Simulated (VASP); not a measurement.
A run of VASP 6.6.1 is set up as follows.

INCAR

```
SYSTEM = TaAgC
PREC = Accurate
ENCUT = 520
EDIFF = 1E-7
ISMEAR = 0
SIGMA = 0.1
LREAL = .False.
LASPH = .True.
NELM = 80
ALGO = Normal
ISIF = 2
LWAVE = .False.
LCHARG = .False.
GGA = PE
NBANDS = 35
```

KPOINTS

```
regular mesh
0
Gamma
  8 12 8
  0 0 0
```

POSCAR

```
TaAgC
1.0
    5.3963233638      0.0000000000      0.0000000000
    0.0000000000      3.0082635925      0.0000000000
    0.0000000000      0.0000000000      5.3550722267
Ta Ag C
2 2 2
Direct
    0.7500000000      0.5000000000      0.6311770319
    0.2500000000      0.5000000000      0.3688229681
    0.7500000000      0.0000000000      0.1056471347
    0.2500000000      0.0000000000      0.8943528653
    0.0000000000      0.0000000000      0.5000000000
    0.5000000000      0.0000000000      0.5000000000
```

Potentials or basis: VASP PAW PBE potentials, release 64 (Ta_pv, Ag, C).

Run with:

```console
$ cat potpaw_PBE.64/Ta_pv/POTCAR potpaw_PBE.64/Ag/POTCAR potpaw_PBE.64/C/POTCAR > POTCAR
$ mpirun -np 1 vasp_std > vasp.out
```

Task: What does it give for the pressure?

Result: 0.3 GPa.

Task: Estimate the band gap on the k mesh.

Result: Zero (band 26 reaches 8.03 eV, above the bottom of band 27 at 6.41 eV).

Task: Estimate the largest force.

Result: 0.029 eV/Å.

Forces in eV/Å, atoms in the order of the input:
```
Ta   0.000  0.000  0.029
Ta   0.000  0.000 -0.029
Ag   0.000  0.000 -0.002
Ag   0.000  0.000  0.002
C    0.000  0.000  0.000
C    0.000  0.000  0.000
```

Caveat: spin-orbit coupling is left out, which moves the levels of the heavy elements.
